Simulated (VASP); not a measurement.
A run of VASP 6.6.1:

The input INCAR:

```
  PREC = Accurate
  ENCUT = 520
  EDIFF = 1E-7
  ISMEAR = -1
  SIGMA = 0.05
  LREAL = False
  LASPH = True
  NELM = 150
  ALGO = Fast
  ISIF = 2
  LWAVE = False
  LCHARG = False
  ISPIN = 2
  MAGMOM = 7 0 0 0
  LORBIT = 11
  LMAXMIX = 6
  GGA = PE
  NBANDS = 34
```

KPOINTS

```
regular mesh
0
Gamma
  5 5 5
```

POSCAR

```
K3Eu
1.0
    0.0000000000      5.1918328053      5.1918328053
    5.1918328053      0.0000000000      5.1918328053
    5.1918328053      5.1918328053      0.0000000000
Eu K
1 3
Direct
    0.0000000000      0.0000000000      0.0000000000
    0.5000000000      0.5000000000      0.5000000000
    0.7500000000      0.7500000000      0.7500000000
    0.2500000000      0.2500000000      0.2500000000
```

Potentials or basis: VASP PAW PBE potentials, release 64 (Eu, K_sv).

The run is started by

```sh
$ cat potpaw_PBE.64/Eu/POTCAR potpaw_PBE.64/K_sv/POTCAR > POTCAR
$ mpirun -np 1 vasp_std > vasp.out
```

Hardware: 1 thread of Intel(R) Xeon(R) 6975P-C (Granite Rapids) (shared host).

**Question.** How long does it take, and how much memory?

**Answer.** Run time: 11 min on 1 thread of Intel(R) Xeon(R) 6975P-C (Granite Rapids), on a shared host, peak memory 0.66 GiB. Counts: scf iterations 62, k points 10.
